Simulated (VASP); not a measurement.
# BN (P6_3mc) in VASP: further runs, part 2 of 2

VASP 6.6.1. Earlier steps stand in the parts before.

### 3 Single point, HSE06 (uniaxial z strain -1.0%)

Contents of POSCAR:

```
BN
1.0
    2.5439499996      0.0000000000      0.0000000000
   -1.2719749998      2.2031253256      0.0000000000
    0.0000000000      0.0000000000      4.1657371881
B N
2 2
Direct
    0.3333333333      0.6666666667      0.0002034650
    0.6666666667      0.3333333333      0.5002034650
    0.3333333333      0.6666666667      0.3747965350
    0.6666666667      0.3333333333      0.8747965350
```

Contents of INCAR.step1:

```
SYSTEM = BN
PREC     = Accurate       ! precision mode
ENCUT    = 520            ! plane-wave cutoff, eV
EDIFF    = 1E-5           ! SCF threshold, eV
ISMEAR   = 0              ! smearing method
SIGMA    = 0.01           ! smearing width, eV
LREAL    = .False.        ! projectors in reciprocal space
LASPH    = .True.         ! aspherical terms in the spheres
NELM     = 60             ! most SCF steps
ALGO     = Normal         ! electronic algorithm
ISIF     = 2              ! what is computed and relaxed
LWAVE    = .True.         ! write WAVECAR
LCHARG   = .False.        ! write CHGCAR
GGA      = PE             ! functional
NBANDS   = 16             ! bands
```

Contents of INCAR.step2:

```
SYSTEM = BN
PREC     = Accurate       ! precision mode
ENCUT    = 520            ! plane-wave cutoff, eV
EDIFF    = 1E-6           ! SCF threshold, eV
ISMEAR   = 0              ! smearing method
SIGMA    = 0.01           ! smearing width, eV
LREAL    = .False.        ! projectors in reciprocal space
LASPH    = .True.         ! aspherical terms in the spheres
NELM     = 60             ! most SCF steps
ALGO     = Normal         ! electronic algorithm
ISIF     = 2              ! what is computed and relaxed
LWAVE    = .False.        ! write WAVECAR
LCHARG   = .False.        ! write CHGCAR
GGA      = PE             ! functional
LHFCALC  = .True.         ! exact exchange
HFSCREEN = 0.2079         ! screening, 1/A
PRECFOCK = Normal       
ISTART   = 1            
NBANDS   = 16             ! bands
```

Contents of KPOINTS:

```
regular mesh
0
Gamma
  9 9 4
  0 0 0
```

Potentials or basis: VASP PAW PBE potentials, release 64 (B, N).

Launch:

```sh
> cat potpaw_PBE.64/B/POTCAR potpaw_PBE.64/N/POTCAR > POTCAR
> cp INCAR.step1 INCAR
> mpirun -np 1 vasp_std > vasp.out
> cp INCAR.step2 INCAR
> mpirun -np 1 vasp_std > vasp.out
```

OUTCAR:

```text
SYSTEM = BN
   PREC = Accurate
   ENCUT = 520
   EDIFF = 1E-6
   ISMEAR = 0
   LREAL = .False.
   LASPH = .True.
   NELM = 60
   ISIF = 2
   GGA = PE
   LHFCALC = .True.
   HFSCREEN = 0.2079
   PRECFOCK = Normal
   ISTART = 1

 ion  position               nearest neighbor table
   1  0.333  0.667  0.000-   4 1.56   4 1.56   4 1.56   3 1.56
   2  0.667  0.333  0.500-   3 1.56   3 1.56   3 1.56   4 1.56
   3  0.333  0.667  0.375-   2 1.56   2 1.56   2 1.56   1 1.56
   4  0.667  0.333  0.875-   1 1.56   1 1.56   1 1.56   2 1.56

  LATTYP: Found a hexagonal cell.
 ALAT       =     2.5439499996
 C/A-ratio  =     1.6375074938

  Lattice vectors:

 A1 = (   2.5439499996,   0.0000000000,   0.0000000000)
 A2 = (  -1.2719749998,   2.2031253256,   0.0000000000)
 A3 = (   0.0000000000,   0.0000000000,   4.1657371881)

Analysis of symmetry for initial positions (statically):
=====================================================================
 Subroutine PRICEL returns:
 Original cell was already a primitive cell.

 Routine SETGRP: Setting up the symmetry group for a
 hexagonal supercell.
[... 178 lines left out ...]
  free energy    TOTEN  =       -40.57901421 eV

  energy without entropy =      -40.57901421  energy(sigma->0) =      -40.57901421

 E-fermi :   6.9517     XC(G=0): -10.5239

 val. band max:        6.8537988646   @ k =   0.0000   0.0000   0.0000
 cond. band min:      13.3842714197   @ k =   0.3333   0.3333   0.0000
 fundamental gap:      6.5304725551
 Fermi energy:         6.9516770835

 k-point     1 :       0.0000    0.0000    0.0000
  band No.  band energies     occupation
      1     -15.5784      2.00000
      2     -10.9703      2.00000
      3      -5.1108      2.00000
      4       4.4474      2.00000
      5       4.4474      2.00000
      6       6.6055      2.00000
[... 433 lines left out ...]
      3      -2.8009      2.00000
      4      -2.2267      2.00000
      5      -2.2267      2.00000
      6       0.0876      2.00000
[... 8 lines left out ...]
     15      25.8131      0.00000
     16      25.8131      0.00000

 [... further k-points ...]
[... 5 lines left out ...]
  --------------------------------------------------------------------------------------
  -------------------------------------------------------------------------------------
  Total       -0.4617584     -0.4617584      0.9822436      0.0000000      0.0000000      0.0000000
  in kB      -31.6873385    -31.6873385     67.4046939      0.0000000      0.0000000      0.0000000
  external PRESSURE =       1.3433390 kB  Pullay stress =       0.0000000 kB

 VOLUME and BASIS-vectors are now :
 -----------------------------------------------------------------------------
  energy-cutoff  :      520.00
  volume of cell :       23.35
      direct lattice vectors                 reciprocal lattice vectors
     2.543950000  0.000000000  0.000000000     0.393089487  0.226950321  0.000000000
    -1.271975000  2.203125326  0.000000000     0.000000000  0.453900642  0.000000000
     0.000000000  0.000000000  4.165737188     0.000000000  0.000000000  0.240053550

 POSITION                                       TOTAL-FORCE (eV/Angst)
 -----------------------------------------------------------------------------------
     -0.00000      1.46875      0.00085        -0.000000      0.000000     -0.020808
      1.27197      0.73438      2.08372         0.000000     -0.000000     -0.020808
     -0.00000      1.46875      1.56130         0.000000     -0.000000      0.020808
      1.27197      0.73438      3.64417        -0.000000      0.000000      0.020808
 -----------------------------------------------------------------------------------
    total drift:                                0.000000     -0.000000     -0.000088

  FREE ENERGIE OF THE ION-ELECTRON SYSTEM (eV)
  ---------------------------------------------------
  free  energy   TOTEN  =       -40.5790142135 eV

  energy  without entropy=      -40.5790142135  energy(sigma->0) =      -40.57901421
```

OUTCAR.step1:

```text
SYSTEM = BN
   PREC = Accurate
   ENCUT = 520
   EDIFF = 1E-5
   ISMEAR = 0
   LREAL = .False.
   LASPH = .True.
   NELM = 60
[... 687 lines left out ...]
      1.27197      0.73438      2.08372         0.000000      0.000000     -0.007964
     -0.00000      1.46875      1.56130         0.000000      0.000000      0.007964
      1.27197      0.73438      3.64417        -0.000000     -0.000000      0.007964
 -----------------------------------------------------------------------------------
    total drift:                               -0.000000     -0.000000     -0.000745

  FREE ENERGIE OF THE ION-ELECTRON SYSTEM (eV)
  ---------------------------------------------------
  free  energy   TOTEN  =       -34.8121222412 eV

  energy  without entropy=      -34.8121222412  energy(sigma->0) =      -34.81212224
```

OSZICAR.step1:

```text
N       E                     dE             d eps       ncg     rms          rms(c)
DAV:   1     0.367440469387E+02    0.36744E+02   -0.83616E+03  1152   0.975E+02
DAV:   2    -0.347202031891E+02   -0.71464E+02   -0.67478E+02  1664   0.231E+02
DAV:   3    -0.367914194252E+02   -0.20712E+01   -0.20682E+01  1312   0.364E+01
DAV:   4    -0.367960238230E+02   -0.46044E-02   -0.46042E-02  1408   0.195E+00
DAV:   5    -0.367960363277E+02   -0.12505E-04   -0.12505E-04  1272   0.922E-02    0.959E+00
DAV:   6    -0.349860799689E+02    0.18100E+01   -0.22467E+00  1472   0.137E+01    0.458E+00
DAV:   7    -0.348412609659E+02    0.14482E+00   -0.33370E-01  1440   0.465E+00    0.277E+00
DAV:   8    -0.348130475313E+02    0.28213E-01   -0.53666E-02  1336   0.190E+00    0.261E-01
DAV:   9    -0.348118396360E+02    0.12079E-02   -0.19212E-03  1352   0.523E-01    0.137E-01
DAV:  10    -0.348121148225E+02   -0.27519E-03   -0.46913E-04  1360   0.170E-01    0.253E-02
DAV:  11    -0.348121222412E+02   -0.74186E-05   -0.34546E-05  1448   0.569E-02
   1 F= -.34812122E+02 E0= -.34812122E+02  d E =-.130308E-40
```

Run time: 75 min. Hardware: 1 thread of Oxide Virtual Turin-like, shared host; peak memory 0.22 GiB.

What came out:

- Free energy: -40.5790 eV
- Pressure: 0.1 GPa
- Largest force: 0.021 eV/Å
- Band gap on the k mesh: 6.53 eV (least direct gap 9.94 eV)

Forces in eV/Å, atoms in the order of the input:
```
B    0.000  0.000 -0.021
B    0.000  0.000 -0.021
N    0.000  0.000  0.021
N    0.000  0.000  0.021
```

Stress tensor (GPa, compression positive):
```
-3.17  0.00  0.00
 0.00 -3.17  0.00
 0.00  0.00  6.74
```

Caveat: the cell differs from its parent crystal (uniaxial z strain -1.0%); the PAW data sets were made with another functional, which shifts forces and pressure a little; an odd mesh through Γ misses points on the zone boundary, where band edges can lie.

### 4 Single point, HSE06 (uniaxial z strain -3.0%)

Contents of POSCAR:

```
BN
1.0
    2.5439499996      0.0000000000      0.0000000000
   -1.2719749998      2.2031253256      0.0000000000
    0.0000000000      0.0000000000      4.0815808813
B N
2 2
Direct
    0.3333333333      0.6666666667     -0.0000904068
    0.6666666667      0.3333333333      0.4999095932
    0.3333333333      0.6666666667      0.3750904068
    0.6666666667      0.3333333333      0.8750904068
```

Contents of INCAR.step1:

```
SYSTEM = BN
PREC = Accurate
ENCUT = 520
EDIFF = 1E-5
ISMEAR = 0
SIGMA = 0.01
LREAL = .False.
LASPH = .True.
NELM = 100
ALGO = Normal
ISIF = 2
LWAVE = .True.
LCHARG = .False.
GGA = PE
NBANDS = 16
```

Contents of INCAR.step2:

```
SYSTEM = BN
PREC = Accurate
ENCUT = 520
EDIFF = 1E-6
ISMEAR = 0
SIGMA = 0.01
LREAL = .False.
LASPH = .True.
NELM = 100
ALGO = Normal
ISIF = 2
LWAVE = .False.
LCHARG = .False.
GGA = PE
LHFCALC = .True.
HFSCREEN = 0.2079
PRECFOCK = Normal
ISTART = 1
NBANDS = 16
```

Contents of KPOINTS:

```
Automatic mesh
0
Gamma
  9 9 4
  0 0 0
```

Launch:

```sh
> cat potpaw_PBE.64/B/POTCAR potpaw_PBE.64/N/POTCAR > POTCAR
> cp INCAR.step1 INCAR
> mpirun -np 1 vasp_std > vasp.out
> cp INCAR.step2 INCAR
> mpirun -np 1 vasp_std > vasp.out
```

Run time: 61 min. Hardware: 1 thread of Oxide Virtual Turin-like, shared host; peak memory 0.22 GiB.

The run converged. Its results:

| Property | Result |
| --- | --- |
| Free energy | -40.5232 eV |
| Pressure | 9.2 GPa |
| Largest force | 0.044 eV/Å |
| Band gap on the k mesh | 6.61 eV (least direct gap 9.88 eV) |

Forces in eV/Å, atoms in the order of the input:
```
B    0.000  0.000 -0.044
B    0.000  0.000 -0.044
N    0.000  0.000  0.044
N    0.000  0.000  0.044
```

Stress tensor (GPa, compression positive):
```
-1.77  0.00  0.00
 0.00 -1.77  0.00
 0.00  0.00 31.29
```

Levels at points of the mesh, in eV from the valence-band top:
```csv
k point,band 4,band 5,band 6,band 7,band 8,band 9,band 10,band 11,band 12,band 13
"(0.00, 0.00, 0.00)",-2.62,-2.62,-0.18,0.00,0.00,9.93,9.93,11.00,11.50,12.86
"(0.00, 0.00, 0.50)",-6.04,-1.46,-1.46,-1.46,-1.46,11.09,11.09,11.70,11.70,11.70
```

Caveat: the cell differs from its parent crystal (uniaxial z strain -3.0%); the cell stands under pressure; the PAW data sets were made with another functional, which shifts forces and pressure a little; an odd mesh through Γ misses points on the zone boundary, where band edges can lie.

### 5 Single point, HSE06

This run uses another cell than the first one, of 5.90 Å³/atom.

Contents of POSCAR:

```
BN
1.0
    2.5439499996      0.0000000000      0.0000000000
   -1.2719749998      2.2031253256      0.0000000000
    0.0000000000      0.0000000000      4.2078153415
B N
2 2
Direct
    0.3333333333      0.6666666667      0.0002034650
    0.6666666667      0.3333333333      0.5002034650
    0.3333333333      0.6666666667      0.3747965350
    0.6666666667      0.3333333333      0.8747965350
```

Contents of INCAR.step1:

```
PREC = Accurate
ENCUT = 520
EDIFF = 1E-5
ISMEAR = 0
SIGMA = 0.01
LREAL = F
LASPH = T
NELM = 60
ALGO = Normal
ISIF = 2
LWAVE = T
GGA = PE
NBANDS = 16
```

Contents of INCAR.step2:

```
PREC = Accurate
ENCUT = 520
EDIFF = 1E-6
ISMEAR = 0
SIGMA = 0.01
LREAL = F
LASPH = T
NELM = 60
ALGO = Normal
ISIF = 2
LWAVE = F
LCHARG = T
GGA = PE
LHFCALC = T
HFSCREEN = 0.2079
PRECFOCK = Normal
LELF = T
LVHAR = T
ISTART = 1
NBANDS = 16
```

Contents of KPOINTS:

```
regular mesh
0
Gamma
  9 9 4
```

Potentials or basis: VASP PAW PBE potentials, release 64 (B, N).

Launch:

```sh
> cat potpaw_PBE.64/B/POTCAR potpaw_PBE.64/N/POTCAR > POTCAR
> cp INCAR.step1 INCAR
> mpirun -np 1 vasp_std > vasp.out
> cp INCAR.step2 INCAR
> mpirun -np 1 vasp_std > vasp.out
```

OUTCAR:

```text
PREC = Accurate
   ENCUT = 520
   EDIFF = 1E-6
   ISMEAR = 0
   LREAL = F
   LASPH = T
   NELM = 60
   ISIF = 2
   GGA = PE
   LHFCALC = T
   HFSCREEN = 0.2079
   PRECFOCK = Normal
   ISTART = 1

 ion  position               nearest neighbor table
   1  0.333  0.667  0.000-   4 1.56   4 1.56   4 1.56   3 1.58
   2  0.667  0.333  0.500-   3 1.56   3 1.56   3 1.56   4 1.58
   3  0.333  0.667  0.375-   2 1.56   2 1.56   2 1.56   1 1.58
[... 651 lines left out ...]
      5      -2.2779      2.00000
      6      -0.0314      2.00000
[... 8 lines left out ...]
     15      25.5284      0.00000
     16      25.5284      0.00000

 [... further k-points ...]
[... 5 lines left out ...]
  --------------------------------------------------------------------------------------
  -------------------------------------------------------------------------------------
  Total       -0.5536059     -0.5536059     -0.6410651      0.0000000      0.0000000      0.0000000
  in kB      -37.6103008    -37.6103008    -43.5520174      0.0000000      0.0000000      0.0000000
  external PRESSURE =     -39.5908730 kB  Pullay stress =       0.0000000 kB

 VOLUME and BASIS-vectors are now :
 -----------------------------------------------------------------------------
  energy-cutoff  :      520.00
  volume of cell :       23.58
      direct lattice vectors                 reciprocal lattice vectors
     2.543950000  0.000000000  0.000000000     0.393089487  0.226950321  0.000000000
    -1.271975000  2.203125326  0.000000000     0.000000000  0.453900642  0.000000000
     0.000000000  0.000000000  4.207815341     0.000000000  0.000000000  0.237653014

 POSITION                                       TOTAL-FORCE (eV/Angst)
 -----------------------------------------------------------------------------------
     -0.00000      1.46875      0.00086         0.000000      0.000000     -0.008744
      1.27197      0.73438      2.10476        -0.000000      0.000000     -0.008744
     -0.00000      1.46875      1.57707        -0.000000      0.000000      0.008744
      1.27197      0.73438      3.68098         0.000000     -0.000000      0.008744
 -----------------------------------------------------------------------------------
    total drift:                                0.000000     -0.000000     -0.000068

  FREE ENERGIE OF THE ION-ELECTRON SYSTEM (eV)
  ---------------------------------------------------
  free  energy   TOTEN  =       -40.5811508888 eV

  energy  without entropy=      -40.5811508888  energy(sigma->0) =      -40.58115089
```

Wall time 1.6 h (1 thread of Oxide Virtual Turin-like, shared host); peak memory 0.22 GiB.

What came out:

```
Free energy            : -40.5812 eV
Pressure               : -4.0 GPa
Largest force          : 0.009 eV/Å
Band gap on the k mesh : 6.51 eV (least direct gap 9.94 eV)
```

Forces on the atoms (eV/Å):
```
B    0.000  0.000 -0.009
B    0.000  0.000 -0.009
N    0.000  0.000  0.009
N    0.000  0.000  0.009
```

Levels at points of the mesh, in eV from the valence-band top:
| k point | band 5 | band 6 | band 7 | band 8 | band 9 | band 10 | band 11 | band 12 |
| --- | --- | --- | --- | --- | --- | --- | --- | --- |
| (0.00, 0.00, 0.00) | -2.30 | -0.27 | 0.00 | 0.00 | 10.08 | 10.08 | 10.34 | 11.24 |
| (0.00, 0.00, 0.50) | -1.27 | -1.27 | -1.27 | -1.27 | 11.22 | 11.22 | 11.73 | 11.73 |

Caveat: the cell stands under tension; the PAW data sets were made with another functional, which shifts forces and pressure a little; an odd mesh through Γ misses points on the zone boundary, where band edges can lie.

### 6 The runs side by side

```tsv
level	cell	k mesh	grid for exact exchange (PRECFOCK)	share of exact exchange	screening parameter	gap on the mesh (eV)	pressure (GPa)	largest force (eV/Å)
r2SCAN	a = 2.544, b = 2.544, c = 4.250 Å, angles 90.0, 90.0, 120.0°, 4 atoms	12 × 12 × 6	-	-	-	5.71	-2.7	0.01
HSE06	a = 2.544, b = 2.544, c = 4.166 Å, angles 90.0, 90.0, 120.0°, 4 atoms	9 × 9 × 4	Normal	0.25	0.2079 1/Å	6.53	0.1	0.02
HSE06	a = 2.544, b = 2.544, c = 4.082 Å, angles 90.0, 90.0, 120.0°, 4 atoms	9 × 9 × 4	Normal	0.25	0.2079 1/Å	6.61	9.2	0.04
HSE06	a = 2.544, b = 2.544, c = 4.208 Å, angles 90.0, 90.0, 120.0°, 4 atoms	9 × 9 × 4	Normal	0.25	0.2079 1/Å	6.51	-4.0	0.01
```

Alike in all rows: task single point; potentials or basis VASP PAW PBE potentials, release 64 (B, N); no spin polarisation; cutoff (eV) 520; smearing gaussian 0.01 eV.

Caveats: the PAW data sets were made with another functional, which shifts forces and pressure a little; an odd mesh through Γ misses points on the zone boundary, where band edges can lie (at least some runs); the cell stands under pressure (at least some runs); the cell stands under tension (at least some runs).

Absolute energies hang on the potentials; compare differences alone.
